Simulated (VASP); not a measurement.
Input of a VASP 6.6.1 run:

Contents of INCAR:

```
SYSTEM = GaAs3
  ALGO = Normal
  EDIFF = 1E-6
  ENCUT = 500
  GGA = PE
  GGA_COMPAT = .FALSE.
  ISIF = 2
  ISMEAR = 0
  LASPH = .TRUE.
  LCHARG = .FALSE.
  LREAL = .FALSE.
  LWAVE = .FALSE.
  NBANDS = 22
  NELM = 120
  PREC = Accurate
  SIGMA = 0.2
```

The input KPOINTS:

```
k-points
0
G
  6 6 3
  0 0 0
```

Contents of POSCAR:

```
GaAs3
1.0
    3.9695039260      0.0000000000      0.0000000000
   -1.9847519630      3.4376912403      0.0000000000
    0.0000000000      0.0000000000      6.7933364336
Ga As
1 3
Direct
    0.3333333333      0.6666666667      0.1509175273
    0.3333333333      0.6666666667      0.5238598942
    0.0000000000      0.0000000000      0.0209448291
    0.6666666667      0.3333333333      0.6992777494
```

Potentials or basis: VASP PAW PBE potentials, release 64 (Ga_d, As).

Launch:

```console
$ cat potpaw_PBE.64/Ga_d/POTCAR potpaw_PBE.64/As/POTCAR > POTCAR
$ mpirun -np 1 vasp_std > vasp.out
```

What does it give for the band gap on the k mesh?

0.38 eV (least direct gap 0.85 eV).

What does it give for the pressure?

0.1 GPa.

Predict the largest force.

0.082 eV/Å.

Forces in eV/Å, atoms in the order of the input:
```
Ga   0.000  0.000 -0.016
As   0.000  0.000 -0.080
As   0.000  0.000  0.014
As   0.000  0.000  0.082
```

Caveat: an odd mesh through Γ misses points on the zone boundary, where band edges can lie.
